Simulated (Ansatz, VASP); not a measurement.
# Ge in VASP and in Ansatz

The input POSCAR:

```
Ge
1.0
    4.0555834319      0.0000000000      0.0000000000
   -2.0277917160      3.5122382792      0.0000000000
    0.0000000000      0.0000000000      6.8007922874
Ge
4
Direct
    0.6666666667      0.3333333333      0.0629814339
    0.3333333333      0.6666666667      0.5629814339
    0.6666666667      0.3333333333      0.4370185661
    0.3333333333      0.6666666667      0.9370185661
```

Contents of INCAR.step1:

```
PREC = Accurate
ENCUT = 520
ISMEAR = 0
SIGMA = 0.03
LREAL = False
LASPH = True
NELM = 80
NBANDS = 36
GGA = PE
ALGO = Normal
EDIFF = 1E-4
LWAVE = True
LCHARG = False
```

Contents of INCAR.step2:

```
PREC = Accurate
ENCUT = 520
EDIFF = 1E-7
ISMEAR = 0
SIGMA = 0.03
LREAL = False
LASPH = True
NELM = 80
ALGO = Normal
ISIF = 2
LWAVE = False
LCHARG = False
METAGGA = R2SCAN
LMIXTAU = True
NBANDS = 36
ISTART = 1
```

File KPOINTS:

```
Automatic mesh
0
Gamma
  12 12 6
```

Input for Ansatz:

```yaml
crystal:
  lattice:
    - [4.0555834319, 0.0, 0.0]
    - [-2.027791716, 3.5122382792, 0.0]
    - [0.0, 0.0, 6.8007922874]
  atoms:
    - { symbol: Ge, position: [0.6666666667, 0.3333333333, 0.0629814339] }
    - { symbol: Ge, position: [0.3333333333, 0.6666666667, 0.5629814339] }
    - { symbol: Ge, position: [0.6666666667, 0.3333333333, 0.4370185661] }
    - { symbol: Ge, position: [0.3333333333, 0.6666666667, 0.9370185661] }
basis:
  ecutwfc: 500
kpoints:
  mp_grid: { grid: [12, 12, 6] }
hamiltonian:
  xc: r2scan
scf:
  occupations: { method: gaussian, width: 0.03 }
output:
  forces: true
  stress: true
  eigenvalues: true
```

Change from the starting cell: strain +0.015 along x and y, +0.030 along z, atoms carried along.

Alike in both runs: task single point; functional r2SCAN; k mesh 12 × 12 × 6; occupations gaussian, width 0.03 eV; no spin polarisation.

|  | VASP | Ansatz |
| --- | --- | --- |
| version | VASP 6.6.1 | Ansatz 0.2.0 |
| potentials or method | VASP PAW PBE potentials, release 64 (Ge_d), cutoff 520 eV | scalar-relativistic, plane waves, PAW |
| valence electrons in the cell | 56 | 56 |

```csv
,VASP,Ansatz,Ansatz less VASP
gap on the k mesh at the Fermi level (eV),none,none,-
pressure (GPa),-3.6,-3.6,-0.03
"traceless stress, the component that is largest in VASP (GPa)",-1.49,-1.48,+0.013
rms of the force components (eV/Å),0.047,0.041,-0.0054
```

VASP's potentials were made for PBE, not for r2SCAN. Atom by atom the forces differ by 0.005 eV/Å (rms over components). A gap of «none» marks a metal or a gap that the smearing closes.
